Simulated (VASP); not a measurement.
# Al (P6_3/mmc) in VASP: notebook

Al is run at these levels: r2SCAN; tasks: single point, relaxation of shape and atoms at fixed volume.

Everything below comes from runs of VASP 6.6.1. Logs are shortened: lines on timing, memory, paths and dates and some standing lists are left out, and cuts for length are marked.

### 1 The cell of the first run

The structure is hexagonal, space group P6_3/mmc (No. 194). Conventional cell: a = 2.835 Å, b = 2.835 Å, c = 4.740 Å, α = 90.00°, β = 90.00°, γ = 120.00°. Within 3.7 Å of Al (site symmetry -6m2) lie 12 Al at 2.83 to 2.88 Å.

This isn't the form of Al at room conditions, which is fcc.

### 2 Single point, r2SCAN (16.49 Å³/atom)

POSCAR reads:

```
Al
1.0
    2.8345073881      0.0000000000      0.0000000000
   -1.4172536941      2.4547554054      0.0000000000
    0.0000000000      0.0000000000      4.7401345235
Al
2
Direct
    0.6666666667      0.3333333333      0.7500000000
    0.3333333333      0.6666666667      0.2500000000
```

INCAR.step1 reads:

```
PREC     = Accurate       # precision mode
ENCUT    = 520            # plane-wave cutoff, eV
ISMEAR   = 0              # smearing method
SIGMA    = 0.1            # smearing width, eV
LREAL    = F              # projectors in reciprocal space
LASPH    = T              # aspherical terms in the spheres
NELM     = 60             # most SCF steps
NBANDS   = 10             # bands
GGA      = PE             # functional
ALGO     = Normal         # electronic algorithm
EDIFF    = 1E-4           # SCF threshold, eV
LWAVE    = T              # write WAVECAR
LCHARG   = F              # write CHGCAR
```

INCAR.step2 reads:

```
PREC     = Accurate       # precision mode
ENCUT    = 520            # plane-wave cutoff, eV
EDIFF    = 1E-6           # SCF threshold, eV
ISMEAR   = 0              # smearing method
SIGMA    = 0.1            # smearing width, eV
LREAL    = F              # projectors in reciprocal space
LASPH    = T              # aspherical terms in the spheres
NELM     = 60             # most SCF steps
ALGO     = Normal         # electronic algorithm
ISIF     = 2              # what is computed and relaxed
LWAVE    = F              # write WAVECAR
LCHARG   = F              # write CHGCAR
METAGGA  = R2SCAN         # meta-GGA
LMIXTAU  = T            
NBANDS   = 10             # bands
ISTART   = 1
```

KPOINTS reads:

```
Automatic mesh
0
Gamma
  18 18 10
```

Potentials or basis: VASP PAW PBE potentials, release 64 (Al).

Command:

```
$ cat potpaw_PBE.64/Al/POTCAR > POTCAR
$ cp INCAR.step1 INCAR
$ mpirun -np 1 vasp_std > vasp.out
$ cp INCAR.step2 INCAR
$ mpirun -np 1 vasp_std > vasp.out
```

OUTCAR:

```text
PREC = Accurate
   ENCUT = 520
   EDIFF = 1E-6
   ISMEAR = 0
   LREAL = F
   LASPH = T
   NELM = 60
   ISIF = 2
   METAGGA = R2SCAN
   ISTART = 1

 ion  position               nearest neighbor table
   1  0.667  0.333  0.750-   2 2.88   2 2.88   2 2.88   2 2.88   2 2.88   2 2.88
   2  0.333  0.667  0.250-   1 2.88   1 2.88   1 2.88   1 2.88   1 2.88   1 2.88

  LATTYP: Found a hexagonal cell.
 ALAT       =     2.8345073881
 C/A-ratio  =     1.6722957024

  Lattice vectors:

 A1 = (   2.8345073881,   0.0000000000,   0.0000000000)
 A2 = (  -1.4172536941,   2.4547554054,   0.0000000000)
 A3 = (   0.0000000000,   0.0000000000,   4.7401345235)

Analysis of symmetry for initial positions (statically):
=====================================================================
 Subroutine PRICEL returns:
 Original cell was already a primitive cell.

 Routine SETGRP: Setting up the symmetry group for a
 hexagonal supercell.

 Subroutine GETGRP returns: Found 24 space group operations
 (whereof 12 operations were pure point group operations)
 out of a pool of 24 trial point group operations.

The static configuration has the point symmetry D_3d.
 The point group associated with its full space group is D_6h.

Analysis of symmetry for dynamics (positions and initial velocities):
=====================================================================
 Subroutine PRICEL returns:
 Original cell was already a primitive cell.

 Routine SETGRP: Setting up the symmetry group for a
 hexagonal supercell.

 Subroutine GETGRP returns: Found 24 space group operations
 (whereof 12 operations were pure point group operations)
 out of a pool of 24 trial point group operations.

The dynamic configuration has the point symmetry D_3d.
 The point group associated with its full space group is D_6h.

 Subroutine INISYM returns: Found 24 space group operations
 (whereof 12 operations are pure point group operations),
 and found     1 'primitive' translations

----------------------------------------------------------------------------------------

                                     Primitive cell

  volume of cell :      32.9820

  direct lattice vectors                    reciprocal lattice vectors
     2.834507388  0.000000000  0.000000000     0.352794988  0.203686281  0.000000000
    -1.417253694  2.454755405  0.000000000     0.000000000  0.407372563  0.000000000
     0.000000000  0.000000000  4.740134524     0.000000000  0.000000000  0.210964477

  length of vectors
     2.834507388  2.834507388  4.740134524     0.407372563  0.407372563  0.210964477

  position of ions in fractional coordinates (direct lattice)
     0.666666667  0.333333333  0.750000000
     0.333333333  0.666666667  0.250000000

  ion indices of the primitive-cell ions
   primitive index   ion index
                 1           1
                 2           2

----------------------------------------------------------------------------------------

 KPOINTS: Automatic mesh

Automatic generation of k-mesh.
 Grid dimensions read from file:
 generate k-points for:   18   18   10

 Generating k-lattice:

  Cartesian coordinates                     Fractional coordinates (reciprocal lattice)
     0.019599722  0.011315905  0.000000000     0.055555556 -0.000000000  0.000000000
     0.000000000  0.022631809  0.000000000     0.000000000  0.055555556  0.000000000
     0.000000000  0.000000000  0.021096448     0.000000000  0.000000000  0.100000000

  Length of vectors
     0.022631809  0.022631809  0.021096448

  Shift w.r.t. Gamma in fractional coordinates (k-lattice)
     0.000000000  0.000000000  0.000000000

 Subroutine IBZKPT returns following result:
 ===========================================

 Found    222 irreducible k-points:

 Following reciprocal coordinates:
            Coordinates               Weight
  0.000000  0.000000  0.000000      1.000000
  0.055556  0.000000  0.000000      6.000000
  0.111111  0.000000  0.000000      6.000000
  0.166667  0.000000  0.000000      6.000000
  0.222222  0.000000  0.000000      6.000000
  0.277778  0.000000  0.000000      6.000000
[... 16 lines left out ...]
  0.333333  0.111111  0.000000     12.000000
  0.388889  0.111111  0.000000     12.000000
 [... further k-points ...]
   k-points           NKPTS =    222   k-points in BZ     NKDIM =    222   number of bands    NBANDS=     10
   number of dos      NEDOS =    301   number of ions     NIONS =      2
   total plane-waves  NPLWV =  20736
   dimension x,y,z NGX =    24 NGY =   24 NGZ =   36
   dimension x,y,z NGXF=    48 NGYF=   48 NGZF=   72
   ions per type =               2
   NGX,Y,Z   is equivalent  to a cutoff of  14.08, 14.08, 12.63 a.u.
   NGXF,Y,Z  is equivalent  to a cutoff of  28.15, 28.15, 25.25 a.u.
 SYSTEM =  unknown system
   PREC   = accura    normal or accurate (medium, high low for compatibility)
   ISTART =      1    job   : 0-new  1-cont  2-samecut
   ICHARG =      0    charge: 1-file 2-atom 10-const
   ISPIN  =      1    spin polarized calculation?
   LNONCOLLINEAR =      F non collinear calculations
   LSORBIT =      F    spin-orbit coupling
   LASPH  =      T    aspherical Exc in radial PAW
   ENCUT  =  520.0 eV  38.22 Ry    6.18 a.u.   5.27  5.27  8.81*2*pi/ulx,y,z
   NELM   =     60;   NELMIN=  2; NELMDL=  0     # of ELM steps
   EDIFF  = 0.1E-05   stopping-criterion for ELM
   LREAL  =      F    real-space projection
   EDIFFG = 0.1E-04   stopping-criterion for IOM
   NSW    =      0    number of steps for IOM
   IBRION =     -1    ionic relax: 0-MD 1-quasi-New 2-CG
   NFREE  =      0    steps in history (QN), initial steepest desc. (CG)
   ISIF   =      2    stress and relaxation
   ISYM   =      2    0-nonsym 1-usesym 2-fastsym
   POTIM  = 0.5000    time-step for ionic-motion
   TEBEG  =    0.0;   TEEND  =   0.0 temperature during run
   PSTRESS=    0.0 pullay stress
   NELECT =       6.0000    total number of electrons
   NUPDOWN=      -1.0000    fix difference up-down
   EMIN   =  10.00;   EMAX   =-10.00  energy-range for DOS
   EFERMI =   0.00;   METHOD = LEGACY
   ISMEAR =     0;   SIGMA  =   0.10  broadening in eV -4-tet -1-fermi 0-gaus
   EFERMI_NEDOS =   21; number of points for ismear=-14 and -15
   IALGO  =     38    algorithm
   IMIX   =      4    mixing-type and parameters
     AMIX     =   0.40;   BMIX     =  1.00
     AMIX_MAG =   1.60;   BMIX_MAG =  1.00
  volume/ion in A,a.u.               =      16.49       111.29
  Fermi-wavevector in a.u.,A,eV,Ry     =   0.927612  1.752933 11.707327  0.860464
  Thomas-Fermi vector in A             =   2.053700
   LORBIT       =      0    0 simple, 1 ext, 2 COOP (PROOUT), +10 PAW based schemes
   METAGGA = R2SCAN    functional components
   LHFCALC =     F    Hartree Fock is set to
   AEXX    =    0.0000 exact exchange contribution
   IVDW    =     0    specifies the selected vdW correction
   LEPSILON=     F    determine dielectric tensor
   LRPA    =     F    only Hartree local field effects (RPA)
 non-spin polarized calculation
 Gauss-broadening in eV      SIGMA  =   0.10
  energy-cutoff  :      520.00
  volume of cell :       32.98
 maximum number of plane-waves:       900
 NGX is ok and might be reduce to    24
   NGX = 11   NGY = 11   NGZ = 17

 number of electron       6.0000000 magnetization

 Free energy of the ion-electron system (eV)
  ---------------------------------------------------
  ext. energy  EPLUGINS =         0.00000000
  ---------------------------------------------------
  free energy    TOTEN  =       -13.38731916 eV

  energy without entropy =      -13.38300782  energy(sigma->0) =      -13.38516349

 E-fermi :   8.0204     XC(G=0): -10.9168

 val. band max:        8.0109921897   @ k =   0.5000   0.0000   0.1000
 cond. band min:       8.0474618607   @ k =   0.3889   0.0000   0.4000
 fundamental gap:      0.0364696710
 Fermi energy:         8.0203728121

 k-point     1 :       0.0000    0.0000    0.0000
  band No.  band energies     occupation
      1      -3.8288      2.00000
      2       2.8829      2.00000
      3       3.1816      2.00000
      4      19.7711      0.00000
      5      19.7711      0.00000
      6      19.9901      0.00000
      7      19.9901      0.00000
      8      20.4702      0.00000
      9      22.6553      0.00000
     10      23.3690      0.00000

 k-point     2 :       0.0556    0.0000    0.0000
  band No.  band energies     occupation
      1      -3.7482      2.00000
      2       2.9584      2.00000
      3       3.2595      2.00000
      4      17.9792      0.00000
      5      18.7121      0.00000
      6      19.7751      0.00000
      7      21.1746      0.00000
      8      21.2375      0.00000
      9      22.6640      0.00000
     10      23.7749      0.00000

 k-point     3 :       0.1111    0.0000    0.0000
  band No.  band energies     occupation
      1      -3.5066      2.00000
      2       3.1849      2.00000
      3       3.4922      2.00000
      4      15.7529      0.00000
      5      17.6862      0.00000
      6      18.9591      0.00000
      7      21.1737      0.00000
      8      21.8319      0.00000
      9      22.4802      0.00000
     10      22.7185      0.00000

 k-point     4 :       0.1667    0.0000    0.0000
  band No.  band energies     occupation
      1      -3.1048      2.00000
      2       3.5624      2.00000
      3       3.8765      2.00000
      4      13.5472      0.00000
      5      16.7960      0.00000
      6      17.9395      0.00000
      7      19.7613      0.00000
      8      19.9718      0.00000
      9      22.4249      0.00000
     10      22.5586      0.00000
[... 222 lines left out ...]
 k-point    22 :       0.2778    0.1111    0.0000
  band No.  band energies     occupation
      1      -0.7180      2.00000
      2       5.8250      2.00000
      3       5.9312      2.00000
      4       7.9735      1.49229
      5      11.6677      0.00000
      6      14.0087      0.00000
      7      14.6298      0.00000
      8      18.2364      0.00000
      9      18.3682      0.00000
     10      19.9719      0.00000

 k-point    23 :       0.3333    0.1111    0.0000
  band No.  band energies     occupation
      1       0.3030      2.00000
      2       5.6100      2.00000
      3       6.8003      2.00000
      4       7.5025      2.00000
      5      11.1270      0.00000
      6      12.3009      0.00000
      7      13.2365      0.00000
      8      17.8362      0.00000
      9      18.0501      0.00000
     10      19.6474      0.00000

 k-point    24 :       0.3889    0.1111    0.0000
  band No.  band energies     occupation
      1       1.4702      2.00000
      2       4.1972      2.00000
      3       7.9077      1.88879
      4       8.3618      0.00000
      5      10.4355      0.00000
      6      10.7495      0.00000
      7      12.2875      0.00000
      8      17.5983      0.00000
      9      17.8572      0.00000
     10      19.4477      0.00000

 [... further k-points ...]
[... 5 lines left out ...]
  --------------------------------------------------------------------------------------
  -------------------------------------------------------------------------------------
  Total       -0.5736795     -0.5736795     -0.5517524      0.0000000      0.0000000      0.0000000
  in kB      -27.8678466    -27.8678466    -26.8026877      0.0000000      0.0000000      0.0000000
  external PRESSURE =     -27.5127936 kB  Pullay stress =       0.0000000 kB

 VOLUME and BASIS-vectors are now :
 -----------------------------------------------------------------------------
  energy-cutoff  :      520.00
  volume of cell :       32.98
      direct lattice vectors                 reciprocal lattice vectors
     2.834507388  0.000000000  0.000000000     0.352794988  0.203686281  0.000000000
    -1.417253694  2.454755405  0.000000000     0.000000000  0.407372563  0.000000000
     0.000000000  0.000000000  4.740134524     0.000000000  0.000000000  0.210964477

 POSITION                                       TOTAL-FORCE (eV/Angst)
 -----------------------------------------------------------------------------------
      1.41725      0.81825      3.55510        -0.000000      0.000000     -0.000000
     -0.00000      1.63650      1.18503         0.000000     -0.000000      0.000000
 -----------------------------------------------------------------------------------
    total drift:                                0.000000     -0.000000     -0.000000

  FREE ENERGIE OF THE ION-ELECTRON SYSTEM (eV)
  ---------------------------------------------------
  free  energy   TOTEN  =       -13.3873191615 eV

  energy  without entropy=      -13.3830078209  energy(sigma->0) =      -13.38516349
```

It took 71 s on 1 thread of Intel Xeon 6975P-C (Granite Rapids), shared host; peak memory 0.19 GiB.

What came out:

```yaml
Free_energy: -13.3873 eV
Pressure: -2.8 GPa
Band_gap_on_the_k_mesh: zero (bands 3 and 4 overlap by 7.46 eV)
```

Stress tensor (GPa, compression positive):
```
-2.79  0.00  0.00
 0.00 -2.79  0.00
 0.00  0.00 -2.68
```

Caveat: the PAW data sets were made with another functional, which shifts forces and pressure a little.

### 3 Single point, r2SCAN (16.97 Å³/atom)

This run uses another cell than the first one, of 16.97 Å³/atom.

POSCAR reads:

```
Al
1.0
    2.8603878245      0.0000000000      0.0000000000
   -1.4301939123      2.4771685207      0.0000000000
    0.0000000000      0.0000000000      4.7903213987
Al
2
Direct
    0.6666666667      0.3333333333      0.7500000000
    0.3333333333      0.6666666667      0.2500000000
```

INCAR.step1 reads:

```
SYSTEM = Al
PREC = Accurate ; ENCUT = 520
ISMEAR = 0 ; SIGMA = 0.1
LREAL = .False. ; LASPH = .True.
NELM = 100 ; NBANDS = 10
GGA = PE ; ALGO = Normal
EDIFF = 1E-4 ; LWAVE = .True.
LCHARG = .False.
```

INCAR.step2 reads:

```
SYSTEM = Al
PREC = Accurate ; ENCUT = 520
EDIFF = 1E-6 ; ISMEAR = 0
SIGMA = 0.1 ; LREAL = .False.
LASPH = .True. ; NELM = 100
ALGO = Normal ; ISIF = 2
LWAVE = .False. ; LCHARG = .False.
METAGGA = R2SCAN ; LMIXTAU = .True.
NBANDS = 10 ; ISTART = 1
```

KPOINTS reads:

```
Automatic mesh
0
Gamma
  18 18 10
  0 0 0
```

Potentials or basis: VASP PAW PBE potentials, release 64 (Al).

Command:

```
$ cat potpaw_PBE.64/Al/POTCAR > POTCAR
$ cp INCAR.step1 INCAR
$ mpirun -np 1 vasp_std > vasp.out
$ cp INCAR.step2 INCAR
$ mpirun -np 1 vasp_std > vasp.out
```

Run time: 71 s. Hardware: 1 thread of Intel Xeon 6975P-C (Granite Rapids), shared host; peak memory 0.19 GiB.

Results (log left out):

```
Free energy            : -13.3644 eV
Pressure               : -4.8 GPa
Band gap on the k mesh : zero (bands 3 and 4 overlap by 7.36 eV)
```

Stress tensor (GPa, compression positive):
```
-4.85  0.00  0.00
 0.00 -4.85  0.00
 0.00  0.00 -4.74
```

Levels at points of the mesh, in eV from the Fermi level:
| k point | band 1 | band 2 | band 3 | band 4 | band 5 | band 6 | band 7 | band 8 |
| --- | --- | --- | --- | --- | --- | --- | --- | --- |
| (0.00, 0.00, 0.00) | -11.64 | -5.02 | -4.81 | 11.53 | 11.53 | 11.83 | 11.83 | 12.29 |
| (0.50, 0.00, 0.00) | -5.40 | -5.34 | 0.61 | 1.00 | 1.46 | 1.75 | 6.19 | 8.00 |
| (0.00, 0.00, 0.50) | -9.94 | -9.94 | 3.13 | 3.13 | 12.69 | 12.69 | 12.69 | 12.69 |
| (0.50, 0.00, 0.50) | -4.11 | -4.11 | -3.26 | -3.26 | 7.66 | 7.66 | 7.87 | 7.87 |

Caveat: the cell stands under tension; the PAW data sets were made with another functional, which shifts forces and pressure a little.

### 4 Relaxation of shape and atoms at fixed volume, r2SCAN (15.05 Å³/atom)

This run uses another cell than the first one, of 15.05 Å³/atom.

POSCAR reads:

```
Al
1.0
    2.7521338486      0.0000000000      0.0000000000
   -1.3760669243      2.3834178275      0.0000000000
    0.0000000000      0.0000000000      4.5887815024
Al
2
Direct
    0.6666666667      0.3333333333      0.7500000000
    0.3333333333      0.6666666667      0.2500000000
```

INCAR.step1 reads:

```
SYSTEM = Al
PREC = Accurate ; ENCUT = 600
ISMEAR = 0 ; SIGMA = 0.1
LREAL = .False. ; LASPH = .True.
NELM = 80 ; GGA = PE
ALGO = Normal ; EDIFF = 1E-4
LWAVE = .True. ; LCHARG = .False.
```

INCAR.step2 reads:

```
SYSTEM = Al
PREC = Accurate ; ENCUT = 600
EDIFF = 1E-6 ; ISMEAR = 0
SIGMA = 0.1 ; LREAL = .False.
LASPH = .True. ; NELM = 80
ALGO = Normal ; ISIF = 4
LWAVE = .False. ; LCHARG = .False.
METAGGA = R2SCAN ; LMIXTAU = .True.
IBRION = 2 ; NSW = 50
EDIFFG = -0.01 ; ISTART = 1
```

KPOINTS reads:

```
regular mesh
0
Gamma
  18 18 10
  0 0 0
```

Command:

```
$ cat potpaw_PBE.64/Al/POTCAR > POTCAR
$ cp INCAR.step1 INCAR
$ mpirun -np 1 vasp_std > vasp.out
$ cp INCAR.step2 INCAR
$ mpirun -np 1 vasp_std > vasp.out
```

It took 1.8 min on 1 thread of Intel Xeon 6975P-C (Granite Rapids), shared host; peak memory 0.19 GiB.

Results (log left out):

- Free energy: -13.3658 eV
- Energy gained by relaxing: 0.1 meV/atom
- Ionic steps: 3
- Pressure after relaxing: 5.9 GPa
- Band gap on the k mesh: zero (bands 3 and 4 overlap by 7.83 eV)

Stress tensor (GPa, compression positive):
```
5.89 0.00 0.00
0.00 5.89 0.00
0.00 0.00 5.80
```

The path:
| step | energy change (eV) | largest force (eV/Å) | pressure (GPa) | volume (Å³) |
| --- | --- | --- | --- | --- |
| 1 | 0.0000 | 0.0000 | 5.89 | 30.10 |
| 2 | -0.0001 | 0.0000 | 5.88 | 30.10 |
| 3 | -0.0001 | 0.0000 | 5.86 | 30.10 |

Final structure:
```cif
data_structure
_symmetry_space_group_name_H-M 'P 1'
_symmetry_Int_Tables_number 1
_cell_length_a 2.7564
_cell_length_b 2.7564
_cell_length_c 4.5747
_cell_angle_alpha 90.000
_cell_angle_beta 90.000
_cell_angle_gamma 120.000
_cell_volume 30.10
loop_
_atom_site_label
_atom_site_type_symbol
_atom_site_fract_x
_atom_site_fract_y
_atom_site_fract_z
_atom_site_occupancy
Al1 Al 0.66667 0.33333 0.75000 1
Al2 Al 0.33333 0.66667 0.25000 1
```

Levels at points of the mesh, in eV from the Fermi level:
| k point | band 1 | band 2 | band 3 | band 4 | band 5 | band 6 | band 7 |
| --- | --- | --- | --- | --- | --- | --- | --- |
| (0.00, 0.00, 0.00) | -12.53 | -5.50 | -4.90 | 12.39 | 12.39 | 12.41 | 12.41 |
| (0.50, 0.00, 0.00) | -5.88 | -5.79 | 0.58 | 1.27 | 1.30 | 2.07 | 6.68 |
| (0.00, 0.00, 0.50) | -10.67 | -10.67 | 3.51 | 3.51 | 13.29 | 13.29 | 13.29 |
| (0.50, 0.00, 0.50) | -4.54 | -4.54 | -3.43 | -3.43 | 8.12 | 8.12 | 8.25 |

Caveat: the PAW data sets were made with another functional, which shifts forces and pressure a little.

(Part 1 of 2 ends here.)
